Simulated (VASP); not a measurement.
## Mg9O8 (a cell with a defect): single point with r2SCAN

The system is Mg9O8 (a cell with a defect).

```xyz
17
Lattice="0.0000 4.1752 4.1752 4.1752 0.0000 4.1752 4.1752 4.1752 0.0000" Properties=species:S:1:pos:R:3 pbc="T T T"
Mg   -0.0088   -0.0061   -0.0107
Mg    2.0993    2.1021   -0.0108
Mg    2.0993   -0.0061    2.0974
Mg    4.3674    1.9011    1.8964
Mg   -0.0088    2.1021    2.0974
Mg    1.8983    4.3702    1.8964
Mg    1.8983    1.9010    4.3654
Mg    4.3674    4.3702    4.3655
Mg    3.1329    3.1357    3.1310
O     2.0712    2.0739    2.0693
O     4.1945    4.1973    2.0693
O     4.1945    2.0739    4.1925
O     6.3556    4.0882    4.0834
O     2.0712    4.1973    4.1926
O     4.0854    6.3583    4.0834
O     4.0854    4.0882    6.3536
O     6.3556    6.3583    6.3536
```

* Program: VASP 6.6.1
* Task: single point
* Functional: r2SCAN
* Potentials or basis: VASP PAW PBE potentials, release 64 (Mg, O)
* Cutoff: 520 eV
* k mesh: 3 × 3 × 3
* Occupations: gaussian, width 0.05 eV
* Spin: no spin polarisation

| Property | Result |
| --- | --- |
| Pressure | 44.7 GPa |
| Largest force | 0.137 eV/Å |
| Band gap on the k mesh | zero (bands 33 and 34 overlap by 0.25 eV) |

Forces in eV/Å, atoms in the order of the input:
```
Mg  -0.018 -0.018 -0.018
Mg   0.017  0.016 -0.017
Mg   0.018 -0.018  0.018
Mg   0.014 -0.012 -0.014
Mg  -0.017  0.017  0.017
Mg  -0.014  0.016 -0.015
Mg  -0.014 -0.013  0.014
Mg   0.015  0.016  0.014
Mg  -0.001 -0.006  0.001
O   -0.063 -0.060 -0.065
O    0.061  0.062 -0.061
O    0.065 -0.060  0.063
O   -0.080  0.077  0.080
O   -0.061  0.064  0.061
O    0.078 -0.079  0.078
O    0.078  0.077 -0.078
O   -0.078 -0.079 -0.078
```

Levels at points of the mesh, in eV from the Fermi level:
| k point | band 29 | band 30 | band 31 | band 32 | band 33 | band 34 | band 35 | band 36 | band 37 | band 38 |
| --- | --- | --- | --- | --- | --- | --- | --- | --- | --- | --- |
| (0.00, 0.00, 0.00) | -8.12 | -7.62 | -7.62 | -7.62 | -2.36 | -0.29 | 0.84 | 0.84 | 0.84 | 1.96 |

It took 6.1 min on 1 thread of AMD EPYC 9R45 96-Core Processor (Zen 5), on a shared host, peak memory 0.33 GiB.

Caveat: the k points lie up to 0.43 Å⁻¹ apart; the PAW data sets were made with another functional, which shifts forces and pressure a little.
